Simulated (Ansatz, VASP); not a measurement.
## Sb: VASP beside Ansatz

```
Sb
1.0
     0.00000    2.08121    2.08121
     2.08121    0.00000    2.08121
     2.08121    2.08121    0.00000
Sb
1
Cartesian
  0.0000 0.0000 0.0000
```

Change from the starting cell: volume scaled by 0.7, LAPW.

Alike in both runs: task single point; functional LDA; k mesh 15 × 15 × 15; occupations fermi-dirac, width 0.1 eV; no spin polarisation.

|  | VASP | Ansatz |
| --- | --- | --- |
| version | VASP 6.6.1 | Ansatz 0.2.0 |
| potentials or method | VASP PAW LDA potentials, release 64 (Sb), cutoff 520 eV | all-electron LAPW, scalar-relativistic |

```csv
,VASP,Ansatz,Ansatz less VASP
pressure (GPa),58.0,56.2,-1.78
```

LDA's correlation is that of Perdew and Zunger in VASP and of Perdew and Wang (1992) in Ansatz. Both programs put the cell under a high pressure, so it lies far from rest at this level. Ansatz ran all-electron here, and VASP with PAW potentials.

Spin-orbit coupling is off throughout.
